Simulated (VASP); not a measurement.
Here is a VASP 6.6.1 calculation.

File INCAR:

```
  PREC = Accurate
  ENCUT = 520
  EDIFF = 1E-6
  ISMEAR = -1
  SIGMA = 0.1
  LREAL = F
  LASPH = T
  NELM = 60
  ALGO = Normal
  ISIF = 2
  LWAVE = F
  LCHARG = F
  NBANDS = 16
```

File KPOINTS:

```
regular mesh
0
Gamma
  15 11 15
```

Contents of POSCAR:

```
Ir
1.0
   -1.9060896685      1.9060896685      0.0000000000
    0.0000000000      0.0000000000      3.8121793371
    1.9060896685      1.9060896685      0.0000000000
Ir
2
Direct
    0.0000000000      0.0000000000      0.0000000000
    0.5000000000      0.5000000000      0.5000000000
```

Potentials or basis: VASP PAW LDA potentials, release 64 (Ir).

Command:

```sh
$ cat potpaw_LDA.64/Ir/POTCAR > POTCAR
$ mpirun -np 1 vasp_std > vasp.out
```

(1) Predict the band gap on the k mesh.

(2) What does it give for the pressure?

Results:

(1) zero (bands 9 and 10 overlap by 3.01 eV).

(2) 2.4 GPa.

Caveat: spin-orbit coupling is left out, which moves the levels of the heavy elements.
